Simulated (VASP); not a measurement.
Set up this calculation in VASP 6.6.1, as the native input.

- Task: single point
- Functional: r2SCAN
- Potentials or basis: VASP PAW PBE potentials, release 64 (La, Mg)
- Cutoff: 520 eV
- k mesh: 6 × 6 × 6
- Occupations: fermi-dirac, width 0.05 eV
- Spin: no spin polarisation
- Dipole correction: no
- Further INCAR settings: ALGO = Normal; EDIFF = 1e-07; NBANDS = 14

The system is LaMg.

```
La Mg
1.0
     3.55811    0.00000    0.00000
     0.00000    3.55811    0.00000
     0.00000    0.00000    3.55811
La Mg
1 1
Direct
  0.00000 0.00000 0.00000
  0.50000 0.50000 0.50000
```

One way to write it, as run:

POSCAR

```
LaMg
1.0
    3.5581099822      0.0000000000      0.0000000000
    0.0000000000      3.5581099822      0.0000000000
    0.0000000000      0.0000000000      3.5581099822
La Mg
1 1
Direct
    0.0000000000      0.0000000000      0.0000000000
    0.5000000000      0.5000000000      0.5000000000
```

INCAR.step1

```
SYSTEM = LaMg
  PREC = Accurate
  ENCUT = 520
  ISMEAR = -1
  SIGMA = 0.05
  LREAL = .False.
  LASPH = .True.
  NELM = 100
  NBANDS = 14
  GGA = PE
  ALGO = Normal
  EDIFF = 1E-4
  LWAVE = .True.
  LCHARG = .False.
```

INCAR.step2

```
SYSTEM = LaMg
  PREC = Accurate
  ENCUT = 520
  EDIFF = 1E-7
  ISMEAR = -1
  SIGMA = 0.05
  LREAL = .False.
  LASPH = .True.
  NELM = 100
  ALGO = Normal
  ISIF = 2
  LWAVE = .False.
  LCHARG = .True.
  METAGGA = R2SCAN
  LMIXTAU = .True.
  LELF = .True.
  LVHAR = .True.
  NBANDS = 14
  ISTART = 1
```

KPOINTS

```
Automatic mesh
0
Gamma
  6 6 6
  0 0 0
```

Potentials or basis: VASP PAW PBE potentials, release 64 (La, Mg).

Command:

```console
$ cat potpaw_PBE.64/La/POTCAR potpaw_PBE.64/Mg/POTCAR > POTCAR
$ cp INCAR.step1 INCAR
$ mpirun -np 1 vasp_std > vasp.out
$ cp INCAR.step2 INCAR
$ mpirun -np 1 vasp_std > vasp.out
```

It gave:

| Property | Result |
| --- | --- |
| Pressure | 19.9 GPa |

Caveat: the PAW data sets were made with another functional, which shifts forces and pressure a little.

It took 34 s on 1 thread of Intel(R) Xeon(R) 6975P-C (Granite Rapids), with other jobs on the host, peak memory 0.18 GiB.
